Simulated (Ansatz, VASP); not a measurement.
# One calculation of C19O, two programs

```xyz
20
Lattice="7.3980 0.0000 0.0000 -3.6990 6.4069 0.0000 0.0000 0.0000 11.0000" Properties=species:S:1:pos:R:3 pbc="T T T"
C    -0.0115   -0.0314    0.8817
C     1.2261    0.6833    0.8832
C    -1.2545    2.1153    0.8817
C    -0.0114    2.8328    0.8828
C    -2.4730    4.2539    0.8700
C    -1.2544    4.9575    0.8744
C     2.4447   -0.0204    0.8807
C     3.6875    0.6973    0.8823
C     1.2261    2.1184    0.8843
C     2.4447    2.8219    0.8815
C    -0.0115    4.2400    0.8803
C     1.2261    4.9544    0.8819
C     4.9249   -0.0173    0.8826
C     6.1435    0.6862    0.8837
C     3.6873    2.1043    0.8802
C     4.9248    2.8187    0.8759
C     2.4446    4.2507    0.8798
C     3.6873    4.9682    0.8758
C    -2.8602    4.1095    4.0588
O    -1.9431    4.7098    4.3584
```

Alike in both runs: functional PBE; dispersion D3(BJ); k mesh 2 × 2 × 1; occupations fermi-dirac, width 0.02 eV; no spin polarisation.

Ansatz relaxed the structure, and its values are those at the end. VASP's run is a single point on that final structure, the one shown.

|  | VASP | Ansatz |
| --- | --- | --- |
| version | VASP 6.6.1 | Ansatz 0.2.0 |
| potentials or method | VASP PAW PBE potentials, release 64 (C, O), cutoff 520 eV | scalar-relativistic, plane waves, PAW |
| valence electrons in the cell | 82 | 82 |

Ansatz gave:

- rms of the force components (eV/Å): 0.003

**Question.** Which values does VASP return?

**Answer.** rms of the force components (eV/Å): 0.159.

One of these differences is far larger than is usual between the two programs; its cause wasn't traced.

The k mesh is coarse, so the values compare programs but aren't converged. Noted on VASP's run: the standard files for N, O and F lose accuracy on very short bonds.
